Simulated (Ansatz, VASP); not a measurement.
## One calculation of SrO, two programs

```
Sr O
1.0
     0.00000    2.62020    2.62020
     2.62020    0.00000    2.62020
     2.62020    2.62020    0.00000
Sr O
1 1
Cartesian
  0.0000 0.0000 0.0000
  2.6202 2.6202 2.6202
```

Change from the starting cell: volume scaled by 1.06.

Alike in both runs: task single point; functional LDA; k mesh 8 × 8 × 8; occupations fermi-dirac, width 0.02 eV; no spin polarisation.

```csv
,VASP,Ansatz
version,VASP 6.6.1,Ansatz 0.2.0
potentials or method,"VASP PAW LDA potentials, release 64 (Sr_sv, O), cutoff 520 eV","all-electron LAPW, scalar-relativistic"
```

Ansatz gave:

| Item | Value |
| --- | --- |
| gap on the k mesh at the Fermi level (eV) | 3.19 |
| pressure (GPa) | -8.5 |

Task: What did VASP give for the same quantities?

Result: gap on the k mesh at the Fermi level (eV): 3.13; pressure (GPa): -8.0.

LDA's correlation is that of Perdew and Zunger in VASP and of Perdew and Wang (1992) in Ansatz. Ansatz ran all-electron here, and VASP with PAW potentials.
